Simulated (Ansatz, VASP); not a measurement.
# Sb: VASP beside Ansatz

The input INCAR:

```
ALGO = Normal
EDIFF = 1E-7
EDIFFG = -0.01
ENCUT = 600
GGA = PE
IBRION = 2
ISIF = 3
ISMEAR = -1
LASPH = True
LCHARG = False
LREAL = False
LWAVE = False
NELM = 100
NSW = 60
PREC = Accurate
SIGMA = 0.05
```

File KPOINTS:

```
k-points
0
Gamma
  12 12 12
```

POSCAR

```
Sb
1.0
   -1.5765401831      1.5765401831      2.7119384313
    1.5765401831     -1.5765401831      2.7119384313
    1.5765401831      1.5765401831     -2.7119384313
Sb
1
Direct
    0.0000000000      0.0000000000      0.0000000000
```

File input.yaml:

```yaml
crystal:
  lattice:
    - [-1.5765401831, 1.5765401831, 2.7119384313]
    - [1.5765401831, -1.5765401831, 2.7119384313]
    - [1.5765401831, 1.5765401831, -2.7119384313]
  atoms:
    - { symbol: Sb, position: [0.0, 0.0, 0.0] }
hamiltonian:
  xc: pbe
  pseudopotentials: { kind: paw }
kpoints:
  mp_grid: { grid: [12, 12, 12] }
scf:
  occupations: { method: fermi_dirac, width: 0.05 }
output:
  forces: true
  stress: true
  eigenvalues: true
  write_density: true
  write_potential: true
  elf: true
  volumetric_format: npy
relax:
  f_tol: 0.01
  max_steps: 40
  cell: { stress_tol: 0.05 }
```

Alike in both runs: task relaxation of cell and atoms; functional PBE; k mesh 12 × 12 × 12; occupations fermi-dirac, width 0.05 eV; no spin polarisation.

|  | VASP | Ansatz |
| --- | --- | --- |
| version | VASP 6.6.1 | Ansatz 0.2.0 |
| potentials or method | VASP PAW PBE potentials, release 64 (Sb) | Ansatz PAW |
| plane-wave cutoff (eV) | 600 | 420 |
| valence electrons in the cell | 5 | 15 |

```tsv
	VASP	Ansatz	Ansatz less VASP
gap on the k mesh at the Fermi level, each at its own relaxed structure (eV)	none	none	-
relaxed volume (Å³/atom)	27.53	27.60	+0.073
relaxed cell length with the largest relative difference (Å)	3.496	3.501	+0.0048
```

A gap of «none» marks a metal or a gap that the smearing closes. VASP's potentials hold 5 valence electrons a cell and Ansatz's 15, so a difference there can come from the potentials and not from the codes.

Spin-orbit coupling is off throughout. Noted on Ansatz's run: the plane-wave basis is chosen anew once the cell has moved, so the energies of steps on either side of that aren't comparable.
